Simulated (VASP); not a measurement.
Te2Mo:

```
Te Mo
1.0
     6.37192    0.00000    0.00000
     0.00000    3.49197    0.00000
    -0.95307    0.00000   13.91920
Te Mo
8 4
Direct
  0.94370 0.75000 0.60450
  0.05630 0.25000 0.39550
  0.90300 0.25000 0.85140
  0.09700 0.75000 0.14860
  0.41120 0.75000 0.89550
  0.58880 0.25000 0.10450
  0.44320 0.25000 0.64840
  0.55680 0.75000 0.35160
  0.81670 0.75000 0.99260
  0.18330 0.25000 0.00740
  0.68190 0.25000 0.49340
  0.31810 0.75000 0.50660
```

Program: VASP 6.6.1. Alike in all runs: task single point; potentials or basis VASP PAW PBE potentials, release 64 (Te, Mo_sv); no spin polarisation; cell as given; k mesh 4 × 8 × 2; cutoff (eV) 520; smearing fermi-dirac 0.05 eV.

Order these runs on this cell by their pressure, lowest first.
A. level RPBE+D3(BJ)
B. level PBE+D3(BJ)
C. level PBE

A (-18.8 GPa), B (-2.7 GPa), C (0.6 GPa).

Caveats: the cell stands under tension (at least some runs); the PAW data sets were made with another functional, which shifts forces and pressure a little (at least some runs).
